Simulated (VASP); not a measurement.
# Hf (Im-3m) in VASP: further runs

Hf is run at these levels: RPBE; tasks: single point.

Everything below comes from runs of VASP 6.6.1. Logs are shortened: lines on timing, memory, paths and dates and some standing lists are left out, and cuts for length are marked.

### Step 1. The cell of the first run

It takes space group Im-3m (No. 229, cubic). The conventional cell has a = 3.631 Å, b = 3.631 Å, c = 3.631 Å, α = 90.00°, β = 90.00°, γ = 90.00°. Hf (site symmetry m-3m) has 14 Hf at 3.14 to 3.63 Å within 4.1 Å.

### Step 2. Single point, RPBE (volume scaled by 1.04)

Contents of INCAR:

```
SYSTEM = Hf
ALGO     = Normal         ! electronic algorithm
EDIFF    = 1E-7           ! SCF threshold, eV
ENCUT    = 520            ! plane-wave cutoff, eV
GGA      = RP             ! functional
ISIF     = 2              ! what is computed and relaxed
ISMEAR   = -1             ! smearing method
LASPH    = .TRUE.         ! aspherical terms in the spheres
LCHARG   = .TRUE.         ! write CHGCAR
LELF     = .TRUE.         ! ELF
LREAL    = .FALSE.        ! projectors in reciprocal space
LVHAR    = .TRUE.       
LWAVE    = .FALSE.        ! write WAVECAR
NBANDS   = 11             ! bands
NELM     = 60             ! most SCF steps
PREC     = Accurate       ! precision mode
SIGMA    = 0.1            ! smearing width, eV
```

Contents of KPOINTS:

```
k-points
0
G
  14 14 14
  0 0 0
```

Contents of POSCAR:

```
Hf
1.0
   -1.8155049304      1.8155049304      1.8155049304
    1.8155049304     -1.8155049304      1.8155049304
    1.8155049304      1.8155049304     -1.8155049304
Hf
1
Direct
    0.0000000000      0.0000000000      0.0000000000
```

Potentials or basis: VASP PAW PBE potentials, release 64 (Hf_pv).

On the command line:

```
cat potpaw_PBE.64/Hf_pv/POTCAR > POTCAR
mpirun -np 1 vasp_std > vasp.out
```

OUTCAR:

```text
SYSTEM = Hf
   EDIFF = 1E-7
   ENCUT = 520
   GGA = RP
   ISIF = 2
   ISMEAR = -1
   LASPH = .TRUE.
   LREAL = .FALSE.
   NELM = 60
   PREC = Accurate

 ion  position               nearest neighbor table
   1  0.000  0.000  0.000-

  LATTYP: Found a body centered cubic cell.
 ALAT       =     3.6310098608

  Lattice vectors:

 A1 = (  -1.8155049304,   1.8155049304,   1.8155049304)
 A2 = (   1.8155049304,  -1.8155049304,   1.8155049304)
 A3 = (   1.8155049304,   1.8155049304,  -1.8155049304)

Analysis of symmetry for initial positions (statically):
=====================================================================
 Subroutine PRICEL returns:
 Original cell was already a primitive cell.

 Routine SETGRP: Setting up the symmetry group for a
 body centered cubic supercell.

 Subroutine GETGRP returns: Found 48 space group operations
[... 9 lines left out ...]

 Routine SETGRP: Setting up the symmetry group for a
 body centered cubic supercell.

 Subroutine GETGRP returns: Found 48 space group operations
[... 11 lines left out ...]
                                     Primitive cell

  volume of cell :      23.9360

  direct lattice vectors                    reciprocal lattice vectors
    -1.815504930  1.815504930  1.815504930     0.000000000  0.275405476  0.275405476
     1.815504930 -1.815504930  1.815504930     0.275405476  0.000000000  0.275405476
     1.815504930  1.815504930 -1.815504930     0.275405476  0.275405476  0.000000000

  length of vectors
     3.144546781  3.144546781  3.144546781     0.389482160  0.389482160  0.389482160

  position of ions in fractional coordinates (direct lattice)
     0.000000000  0.000000000  0.000000000

  ion indices of the primitive-cell ions
   primitive index   ion index
                 1           1

----------------------------------------------------------------------------------------

 KPOINTS: k-points

Automatic generation of k-mesh.
 Grid dimensions read from file:
 generate k-points for:   14   14   14

 Generating k-lattice:

  Cartesian coordinates                     Fractional coordinates (reciprocal lattice)
     0.000000000  0.019671820  0.019671820     0.071428571  0.000000000  0.000000000
     0.019671820  0.000000000  0.019671820     0.000000000  0.071428571  0.000000000
     0.019671820  0.019671820  0.000000000     0.000000000  0.000000000  0.071428571

  Length of vectors
     0.027820154  0.027820154  0.027820154

  Shift w.r.t. Gamma in fractional coordinates (k-lattice)
     0.000000000  0.000000000  0.000000000

[... 49 lines left out ...]
   NELM   =     60;   NELMIN=  2; NELMDL= -5     # of ELM steps
   EDIFF  = 0.1E-06   stopping-criterion for ELM
   LREAL  =      F    real-space projection
   EDIFFG = 0.1E-05   stopping-criterion for IOM
   NSW    =      0    number of steps for IOM
   IBRION =     -1    ionic relax: 0-MD 1-quasi-New 2-CG
   NFREE  =      0    steps in history (QN), initial steepest desc. (CG)
   ISIF   =      2    stress and relaxation
   ISYM   =      2    0-nonsym 1-usesym 2-fastsym
   POTIM  = 0.5000    time-step for ionic-motion
   TEBEG  =    0.0;   TEEND  =   0.0 temperature during run
   PSTRESS=    0.0 pullay stress
   NELECT =      10.0000    total number of electrons
   NUPDOWN=      -1.0000    fix difference up-down
   EMIN   =  10.00;   EMAX   =-10.00  energy-range for DOS
   EFERMI =   0.00;   METHOD = LEGACY
   ISMEAR =    -1;   SIGMA  =   0.10  broadening in eV -4-tet -1-fermi 0-gaus
   EFERMI_NEDOS =   21; number of points for ismear=-14 and -15
   IALGO  =     38    algorithm
   IMIX   =      4    mixing-type and parameters
     AMIX     =   0.40;   BMIX     =  1.00
     AMIX_MAG =   1.60;   BMIX_MAG =  1.00
  volume/ion in A,a.u.               =      23.94       161.53
  Fermi-wavevector in a.u.,A,eV,Ry     =   1.223838  2.312719 20.378539  1.497780
  Thomas-Fermi vector in A             =   2.358935
   LORBIT       =      0    0 simple, 1 ext, 2 COOP (PROOUT), +10 PAW based schemes
   GGA     = RP    functional components
   LHFCALC =     F    Hartree Fock is set to
   AEXX    =    0.0000 exact exchange contribution
   IVDW    =     0    specifies the selected vdW correction
   LEPSILON=     F    determine dielectric tensor
   LRPA    =     F    only Hartree local field effects (RPA)
 non-spin polarized calculation
  energy-cutoff  :      520.00
  volume of cell :       23.94
 maximum number of plane-waves:       682
   NGX = 11   NGY = 11   NGZ = 11

 number of electron      10.0000000 magnetization

 number of electron       9.9999998 magnetization

 Free energy of the ion-electron system (eV)
  ---------------------------------------------------
  ext. energy  EPLUGINS =         0.00000000
  ---------------------------------------------------
  free energy    TOTEN  =        -9.33794431 eV

  energy without entropy =       -9.26693335  energy(sigma->0) =       -9.30243883

 E-fermi :   4.2405     XC(G=0): -10.9168

 val. band max:        4.2385710690   @ k =  -0.2857   0.3571   0.0714
 cond. band min:       4.2469375338   @ k =   0.2143   0.1429  -0.0000
 fundamental gap:      0.0083664648
 Fermi energy:         4.2404503498

 k-point     1 :       0.0000    0.0000    0.0000
  band No.  band energies     occupation
      1     -25.9115      2.00000
      2     -25.9115      2.00000
      3     -25.9115      2.00000
      4      -2.5806      2.00000
      5       5.7330      0.00000
      6       5.7330      0.00000
      7       5.7330      0.00000
      8       8.3149      0.00000
      9       8.3149      0.00000
     10      17.1516      0.00000
     11      17.1516      0.00000
[... 309 lines left out ...]
 k-point    24 :       0.3571    0.2857   -0.0000
  band No.  band energies     occupation
      1     -26.4039      2.00000
      2     -26.3055      2.00000
      3     -25.9914      2.00000
      4       2.6804      2.00000
      5       3.6521      1.99444
      6       3.8474      1.96150
      7       8.4241      0.00000
      8       8.8763      0.00000
      9      11.1359      0.00000
     10      13.4649      0.00000
     11      14.8109      0.00000

 [... further k-points ...]
[... 5 lines left out ...]
  --------------------------------------------------------------------------------------
  -------------------------------------------------------------------------------------
  Total       -0.5744215     -0.5744215     -0.5744215      0.0000000     -0.0000000      0.0000000
  in kB      -38.4493457    -38.4493457    -38.4493457      0.0000000     -0.0000000      0.0000000
  external PRESSURE =     -38.4493457 kB  Pullay stress =       0.0000000 kB

 VOLUME and BASIS-vectors are now :
 -----------------------------------------------------------------------------
  energy-cutoff  :      520.00
  volume of cell :       23.94
      direct lattice vectors                 reciprocal lattice vectors
    -1.815504930  1.815504930  1.815504930     0.000000000  0.275405476  0.275405476
     1.815504930 -1.815504930  1.815504930     0.275405476  0.000000000  0.275405476
     1.815504930  1.815504930 -1.815504930     0.275405476  0.275405476  0.000000000

 POSITION                                       TOTAL-FORCE (eV/Angst)
 -----------------------------------------------------------------------------------
      0.00000      0.00000      0.00000         0.000000     -0.000000     -0.000000
 -----------------------------------------------------------------------------------
    total drift:                               -0.000000      0.000000      0.000000

  FREE ENERGIE OF THE ION-ELECTRON SYSTEM (eV)
  ---------------------------------------------------
  free  energy   TOTEN  =        -9.3379443076 eV

  energy  without entropy=       -9.2669333488  energy(sigma->0) =       -9.30243883
```

OSZICAR:

```text
N       E                     dE             d eps       ncg     rms          rms(c)
DAV:   1     0.132985448322E+02    0.13299E+02   -0.57494E+03  2288   0.838E+02
DAV:   2    -0.923945568318E+01   -0.22538E+02   -0.21831E+02  2895   0.154E+02
DAV:   3    -0.970040321082E+01   -0.46095E+00   -0.45459E+00  2864   0.151E+01
DAV:   4    -0.970228058352E+01   -0.18774E-02   -0.18770E-02  2586   0.117E+00
DAV:   5    -0.970229222114E+01   -0.11638E-04   -0.11637E-04  2897   0.803E-02    0.439E+01
DAV:   6    -0.942761724573E+01    0.27467E+00   -0.24528E-01  2468   0.369E+00    0.254E+01
DAV:   7    -0.934243806478E+01    0.85179E-01   -0.34514E-01  2594   0.422E+00    0.111E+00
DAV:   8    -0.933798593837E+01    0.44521E-02   -0.23409E-02  2585   0.113E+00    0.257E-01
DAV:   9    -0.933793525285E+01    0.50686E-04   -0.43195E-04  2790   0.179E-01    0.631E-02
DAV:  10    -0.933794539948E+01   -0.10147E-04   -0.56895E-05  2706   0.586E-02    0.355E-02
DAV:  11    -0.933794433490E+01    0.10646E-05   -0.64368E-06  2702   0.186E-02    0.213E-03
DAV:  12    -0.933794430757E+01    0.27334E-07   -0.12645E-07  2208   0.321E-03
   1 F= -.93379443E+01 E0= -.93024388E+01  d E =-.710110E-01
```

stdout:

```text
POSCAR found type information on POSCAR Hf
 POSCAR found :  1 types and       1 ions
 scaLAPACK will be used
 -----------------------------------------------------------------------------
|                                                                             |
|                                                                             |
|     You enforced a specific xc type in the INCAR file but a different       |
|     I HOPE YOU KNOW WHAT YOU ARE DOING!                                     |
|                                                                             |
 -----------------------------------------------------------------------------

 LDA part: xc-table for (Slater+PW92), standard interpolation
 POSCAR, INCAR and KPOINTS ok, starting setup
 FFT: planning ... GRIDC
 FFT: planning ... GRID_SOFT
 FFT: planning ... GRID
 WAVECAR not read
 entering main loop
```

Wall time 19 s (1 thread of AMD EPYC 7R13 (Zen 3), shared host); peak memory 0.13 GiB.

Results:

- Free energy: -9.3379 eV
- Pressure: -3.8 GPa
- Band gap on the k mesh: zero (band 5 reaches 5.73 eV, above the bottom of band 6 at 3.51 eV)

Caveat: the PAW data sets were made with another functional, which shifts forces and pressure a little; spin-orbit coupling is left out, which moves the levels of the heavy elements.

### Step 3. Single point, RPBE (volume scaled by 1.08)

Contents of INCAR:

```
SYSTEM = Hf
ALGO = Normal ; EDIFF = 1E-7
ENCUT = 520 ; GGA = RP
ISIF = 2 ; ISMEAR = -1
LASPH = .TRUE. ; LCHARG = .FALSE.
LREAL = .FALSE. ; LWAVE = .FALSE.
NBANDS = 11 ; NELM = 60
PREC = Accurate ; SIGMA = 0.1
```

KPOINTS is that of step 2.

Contents of POSCAR:

```
Hf
1.0
   -1.8384884454      1.8384884454      1.8384884454
    1.8384884454     -1.8384884454      1.8384884454
    1.8384884454      1.8384884454     -1.8384884454
Hf
1
Direct
    0.0000000000      0.0000000000      0.0000000000
```

Potentials or basis: VASP PAW PBE potentials, release 64 (Hf_pv).

On the command line:

```
cat potpaw_PBE.64/Hf_pv/POTCAR > POTCAR
mpirun -np 1 vasp_std > vasp.out
```

Wall time 17 s (1 thread of AMD EPYC 7R13 (Zen 3), shared host); peak memory 0.12 GiB.

The run converged. Its results:

```
Free energy            : -9.3074 eV
Pressure               : -6.7 GPa
Band gap on the k mesh : zero (band 5 reaches 5.46 eV, above the bottom of band 6 at 3.29 eV)
```

Levels at points of the mesh, in eV from the Fermi level:
```
           k point  band 2  band 3  band 4  band 5  band 6  band 7  band 8  band 9
(0.00, 0.00, 0.00)  -30.31  -30.31   -6.70    1.45    1.45    1.45    3.93    3.93
(0.50, 0.00, 0.00)  -30.50  -30.31   -3.07   -0.33    0.67    3.72    4.61    6.71
(0.50, 0.50, 0.50)  -30.71  -30.71   -2.16   -2.16    6.01    6.01    6.01    6.41
```

Caveat: the PAW data sets were made with another functional, which shifts forces and pressure a little; spin-orbit coupling is left out, which moves the levels of the heavy elements.
